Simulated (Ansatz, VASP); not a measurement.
Hf: VASP beside Ansatz

```
Hf
1.0
     3.19238    0.00000    0.00000
    -1.59619    2.76469    0.00000
     0.00000    0.00000    5.04504
Hf
2
Direct
  0.33333 0.66667 0.25000
  0.66667 0.33333 0.75000
```

Alike in both runs: task single point; functional PBE; dispersion D3(BJ); k mesh 6 × 6 × 4; occupations gaussian, width 0.1 eV; no spin polarisation.

|  | VASP | Ansatz |
| --- | --- | --- |
| version | VASP 6.6.1 | Ansatz 0.2.0 |
| potentials or method | VASP PAW PBE potentials, release 64 (Hf_pv), cutoff 500 eV | scalar-relativistic, plane waves, PAW |
| valence electrons in the cell | 20 | 52 |

```csv
,VASP,Ansatz,Ansatz less VASP
gap on the k mesh at the Fermi level (eV),none,none,-
pressure (GPa),-2.3,-1.9,+0.44
"traceless stress, the component that is largest in VASP (GPa)",0.59,0.66,+0.079
```

A gap of «none» marks a metal or a gap that the smearing closes. VASP's potentials hold 20 valence electrons a cell and Ansatz's 52, so a difference there can come from the potentials and not from the codes.

The k mesh is coarse, so the values compare programs but aren't converged. Neither program's run includes spin-orbit coupling.
